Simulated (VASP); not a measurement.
# Se (P4_12_12) in VASP: notebook, part 2 of 3

VASP 6.6.1. The steps go on from the part before.

## (3) Relaxation of cell and atoms, PBE

INCAR

```
  PREC = Accurate
  ENCUT = 600
  EDIFF = 1E-6
  ISMEAR = 0
  SIGMA = 0.01
  LREAL = False
  LASPH = True
  NELM = 100
  ALGO = Normal
  ISIF = 3
  LWAVE = False
  LCHARG = False
  GGA = PE
  IBRION = 2
  NSW = 100
  EDIFFG = -0.01
```

KPOINTS

```
Automatic mesh
0
Gamma
  10 10 6
```

POSCAR

```
Se
1.0
    3.8116881631      0.0000000000      0.0000000000
    0.0000000000      3.8116881631      0.0000000000
    0.0000000000      0.0000000000      6.6145081280
Se
4
Direct
    0.1158076011      0.1158076011      0.5000000000
    0.3841923989      0.6158076011      0.7500000000
    0.6158076011      0.3841923989      0.2500000000
    0.8841923989      0.8841923989      0.0000000000
```

Potentials or basis: VASP PAW PBE potentials, release 64 (Se).

Launch:

```
> cat potpaw_PBE.64/Se/POTCAR > POTCAR
> mpirun -np 1 vasp_std > vasp.out
```

OUTCAR:

```text
PREC = Accurate
   ENCUT = 600
   EDIFF = 1E-6
   ISMEAR = 0
   LREAL = False
   LASPH = True
   NELM = 100
   ISIF = 3
   GGA = PE
   IBRION = 2
   NSW = 100
   EDIFFG = -0.01

 ion  position               nearest neighbor table
   1  0.116  0.116  0.500-   2 2.72   3 2.72   2 2.72   3 2.72
   2  0.384  0.616  0.750-   1 2.72   4 2.72   1 2.72   4 2.72
   3  0.616  0.384  0.250-   1 2.72   4 2.72   4 2.72   1 2.72
   4  0.884  0.884  0.000-   2 2.72   3 2.72   3 2.72   2 2.72

  LATTYP: Found a simple tetragonal cell.
 ALAT       =     3.8116881631
 C/A-ratio  =     1.7353224726

  Lattice vectors:

 A1 = (   3.8116881631,   0.0000000000,   0.0000000000)
 A2 = (   0.0000000000,   3.8116881631,   0.0000000000)
 A3 = (   0.0000000000,   0.0000000000,   6.6145081280)

Analysis of symmetry for initial positions (statically):
=====================================================================
 Subroutine PRICEL returns:
 Original cell was already a primitive cell.

 Routine SETGRP: Setting up the symmetry group for a
 simple tetragonal supercell.

 Subroutine GETGRP returns: Found  8 space group operations
 (whereof  2 operations were pure point group operations)
 out of a pool of 16 trial point group operations.

The static configuration has the point symmetry C_2 .
 The point group associated with its full space group is D_4 .

Analysis of symmetry for dynamics (positions and initial velocities):
=====================================================================
 Subroutine PRICEL returns:
 Original cell was already a primitive cell.

 Routine SETGRP: Setting up the symmetry group for a
 simple tetragonal supercell.

 Subroutine GETGRP returns: Found  8 space group operations
 (whereof  2 operations were pure point group operations)
 out of a pool of 16 trial point group operations.

The dynamic configuration has the point symmetry C_2 .
 The point group associated with its full space group is D_4 .

 Subroutine INISYM returns: Found  8 space group operations
 (whereof  2 operations are pure point group operations),
 and found     1 'primitive' translations

----------------------------------------------------------------------------------------

                                     Primitive cell

  volume of cell :      96.1020

  direct lattice vectors                    reciprocal lattice vectors
     3.811688163  0.000000000  0.000000000     0.262350947  0.000000000  0.000000000
     0.000000000  3.811688163  0.000000000     0.000000000  0.262350947  0.000000000
     0.000000000  0.000000000  6.614508128     0.000000000  0.000000000  0.151182821

  length of vectors
     3.811688163  3.811688163  6.614508128     0.262350947  0.262350947  0.151182821

  position of ions in fractional coordinates (direct lattice)
     0.115807601  0.115807601  0.500000000
     0.384192399  0.615807601  0.750000000
     0.615807601  0.384192399  0.250000000
     0.884192399  0.884192399  0.000000000

  ion indices of the primitive-cell ions
   primitive index   ion index
                 1           1
                 2           2
                 3           3
                 4           4

[... 31 lines left out ...]
  0.300000  0.000000  0.000000      4.000000
  0.400000  0.000000  0.000000      4.000000
  0.500000  0.000000  0.000000      2.000000
[... 16 lines left out ...]
  0.100000  0.000000  0.166667      8.000000
  0.200000  0.000000  0.166667      8.000000
 [... further k-points ...]
   k-points           NKPTS =     84   k-points in BZ     NKDIM =     84   number of bands    NBANDS=     16
   number of dos      NEDOS =    301   number of ions     NIONS =      4
   total plane-waves  NPLWV =  48600
   dimension x,y,z NGX =    30 NGY =   30 NGZ =   54
   dimension x,y,z NGXF=    60 NGYF=   60 NGZF=  108
   ions per type =               4
   NGX,Y,Z   is equivalent  to a cutoff of  13.08, 13.08, 13.57 a.u.
   NGXF,Y,Z  is equivalent  to a cutoff of  26.17, 26.17, 27.14 a.u.
 SYSTEM =  unknown system
   PREC   = accura    normal or accurate (medium, high low for compatibility)
   ISTART =      0    job   : 0-new  1-cont  2-samecut
   ICHARG =      2    charge: 1-file 2-atom 10-const
   ISPIN  =      1    spin polarized calculation?
   LNONCOLLINEAR =      F non collinear calculations
   LSORBIT =      F    spin-orbit coupling
   LASPH  =      T    aspherical Exc in radial PAW
   ENCUT  =  600.0 eV  44.10 Ry    6.64 a.u.   7.61  7.61 13.21*2*pi/ulx,y,z
   NELM   =    100;   NELMIN=  2; NELMDL= -5     # of ELM steps
   EDIFF  = 0.1E-05   stopping-criterion for ELM
   LREAL  =      F    real-space projection
   EDIFFG = -.1E-01   stopping-criterion for IOM
   NSW    =    100    number of steps for IOM
   IBRION =      2    ionic relax: 0-MD 1-quasi-New 2-CG
   NFREE  =      1    steps in history (QN), initial steepest desc. (CG)
   ISIF   =      3    stress and relaxation
   ISYM   =      2    0-nonsym 1-usesym 2-fastsym
   POTIM  = 0.5000    time-step for ionic-motion
   TEBEG  =    0.0;   TEEND  =   0.0 temperature during run
   PSTRESS=    0.0 pullay stress
   NELECT =      24.0000    total number of electrons
   NUPDOWN=      -1.0000    fix difference up-down
   EMIN   =  10.00;   EMAX   =-10.00  energy-range for DOS
   EFERMI =   0.00;   METHOD = LEGACY
   ISMEAR =     0;   SIGMA  =   0.01  broadening in eV -4-tet -1-fermi 0-gaus
   EFERMI_NEDOS =   21; number of points for ismear=-14 and -15
   IALGO  =     38    algorithm
   IMIX   =      4    mixing-type and parameters
     AMIX     =   0.40;   BMIX     =  1.00
     AMIX_MAG =   1.60;   BMIX_MAG =  1.00
  volume/ion in A,a.u.               =      24.03       162.13
  Fermi-wavevector in a.u.,A,eV,Ry     =   1.030943  1.948199 14.460852  1.062843
  Thomas-Fermi vector in A             =   2.165066
   LORBIT       =      0    0 simple, 1 ext, 2 COOP (PROOUT), +10 PAW based schemes
   GGA     = PE    functional components
   LHFCALC =     F    Hartree Fock is set to
   AEXX    =    0.0000 exact exchange contribution
   IVDW    =     0    specifies the selected vdW correction
   LEPSILON=     F    determine dielectric tensor
   LRPA    =     F    only Hartree local field effects (RPA)
 conjugate gradient relaxation of ions
 non-spin polarized calculation
 Gauss-broadening in eV      SIGMA  =   0.01
  energy-cutoff  :      600.00
  volume of cell :       96.10
 maximum number of plane-waves:      3234
   NGX = 15   NGY = 15   NGZ = 27

--------------------------------------- Ionic step        1  -------------------------------------------

 number of electron      24.0000001 magnetization

 Free energy of the ion-electron system (eV)
  ---------------------------------------------------
  ext. energy  EPLUGINS =         0.00000000
  ---------------------------------------------------
  free energy    TOTEN  =       -12.93182954 eV

  energy without entropy =      -12.93179062  energy(sigma->0) =      -12.93181008

------------------------ aborting loop because EDIFF is reached ----------------------------------------

  FORCE on cell =-STRESS in cart. coord.  units (eV):
  Direction    XX          YY          ZZ          XY          YZ          ZX
  --------------------------------------------------------------------------------------
  -------------------------------------------------------------------------------------
  Total        0.2116377      0.2116377      0.2238429     -0.0000000      0.0000000     -0.0000000
  in kB        3.5283478      3.5283478      3.7318282     -0.0000000      0.0000000     -0.0000000
  external PRESSURE =       3.5961746 kB  Pullay stress =       0.0000000 kB
[... 177 lines left out ...]
--------------------------------------- Ionic step        6  -------------------------------------------

 number of electron      24.0000002 magnetization

 Free energy of the ion-electron system (eV)
  ---------------------------------------------------
  ext. energy  EPLUGINS =         0.00000000
  ---------------------------------------------------
  free energy    TOTEN  =       -12.93319600 eV

  energy without entropy =      -12.93314369  energy(sigma->0) =      -12.93316985

 E-fermi :   4.3525     XC(G=0):  -9.6248

 val. band max:        4.3148085416   @ k =   0.1000   0.1000   0.1667
 cond. band min:       4.3541943111   @ k =   0.1000   0.1000   0.0000
 fundamental gap:      0.0393857695
 Fermi energy:         4.3525245321

 k-point     1 :       0.0000    0.0000    0.0000
  band No.  band energies     occupation
      1     -11.7600      2.00000
      2      -9.3820      2.00000
      3      -9.3820      2.00000
      4      -6.3038      2.00000
      5       0.4660      2.00000
      6       0.7129      2.00000
[... 433 lines left out ...]
      3      -8.6282      2.00000
      4      -6.8072      2.00000
      5      -1.0048      2.00000
      6      -0.0255      2.00000
[... 8 lines left out ...]
     15       5.5801      0.00000
     16       5.7646      0.00000

 [... further k-points ...]
[... 5 lines left out ...]
  --------------------------------------------------------------------------------------
  -------------------------------------------------------------------------------------
  Total        0.0017858      0.0017858     -0.0089503      0.0000000      0.0000000     -0.0000000
  in kB        0.0297641      0.0297641     -0.1491794      0.0000000      0.0000000     -0.0000000
  external PRESSURE =      -0.0298837 kB  Pullay stress =       0.0000000 kB
[... 19 lines left out ...]
  FREE ENERGIE OF THE ION-ELECTRON SYSTEM (eV)
  ---------------------------------------------------
  free  energy   TOTEN  =       -12.9331960007 eV

  energy  without entropy=      -12.9331436930  energy(sigma->0) =      -12.93316985

 reached required accuracy - stopping structural energy minimisation
```

OSZICAR:

```text
N       E                     dE             d eps       ncg     rms          rms(c)
DAV:   1     0.127540582652E+03    0.12754E+03   -0.10890E+04  2688   0.142E+03
DAV:   2    -0.517505088677E+01   -0.13272E+03   -0.13138E+03  3928   0.204E+02
[... 36 lines left out ...]
   5 F= -.12932999E+02 E0= -.12932971E+02  d E =-.339462E-03
       N       E                     dE             d eps       ncg     rms          rms(c)
DAV:   1    -0.129334915373E+02   -0.49231E-03   -0.15370E-01  2688   0.228E+00    0.156E-01
DAV:   2    -0.129334508926E+02    0.40645E-04   -0.65302E-03  3176   0.498E-01    0.818E-02
DAV:   3    -0.129332265552E+02    0.22434E-03   -0.34116E-04  2824   0.103E-01    0.357E-02
DAV:   4    -0.129331955503E+02    0.31005E-04   -0.10206E-04  3200   0.549E-02    0.138E-02
DAV:   5    -0.129331960007E+02   -0.45041E-06   -0.33249E-06  2400   0.128E-02
   6 F= -.12933196E+02 E0= -.12933170E+02  d E =-.536242E-03
```

CONTCAR:

```text
Se
   1.00000000000000
     3.8167880351688210   -0.0000000000000000   -0.0000000000000000
    -0.0000000000000000    3.8167880351688210    0.0000000000000000
    -0.0000000000000000    0.0000000000000000    6.5984903888693029
  Se
     4
Direct
     0.1134986327394663    0.1134986327394663    0.5000000000000000
     0.3865013672605337    0.6134986327394665    0.7500000000000000
     0.6134986327394665    0.3865013672605337    0.2500000000000000
     0.8865013672605335    0.8865013672605335    0.0000000000000000

  0.00000000E+00  0.00000000E+00  0.00000000E+00
  0.00000000E+00  0.00000000E+00  0.00000000E+00
  0.00000000E+00  0.00000000E+00  0.00000000E+00
  0.00000000E+00  0.00000000E+00  0.00000000E+00
```

It took 2.4 min on 1 thread of Intel Xeon 6975P-C (Granite Rapids), shared host; peak memory 0.29 GiB.

Results:

* Free energy: -12.9332 eV
* Relaxed volume: 24.03 Å³/atom
* Relaxed cell: a = 3.817 Å, b = 3.817 Å, c = 6.598 Å, α = 90.00°, β = 90.00°, γ = 90.00°
* Space group after relaxing (to 0.05 Å): P4_12_12 (No. 92)
* Energy gained by relaxing: 0.3 meV/atom
* Ionic steps: 6
* Pressure after relaxing: 0.0 GPa
* Band gap on the k mesh: zero (band 12 reaches 4.35 eV, above the bottom of band 13 at 4.29 eV)

Step by step:
```
step  energy change (eV)  largest force (eV/Å)  pressure (GPa)  volume (Å³)
   1              0.0000                0.0548            0.36        96.10
   2             -0.0007                0.0074           -0.18        96.85
   3             -0.0008                0.0199           -0.05        96.66
   4             -0.0009                0.0178           -0.04        96.60
   5             -0.0012                0.0115           -0.03        96.44
   6             -0.0014                0.0007            0.00        96.13
```

Final structure:
```
CELL_PARAMETERS angstrom
3.81679 0.00000 0.00000
0.00000 3.81679 0.00000
0.00000 0.00000 6.59849
ATOMIC_POSITIONS crystal
Se 0.11350 0.11350 0.50000
Se 0.38650 0.61350 0.75000
Se 0.61350 0.38650 0.25000
Se 0.88650 0.88650 0.00000
```

(Part 2 of 3 ends here.)
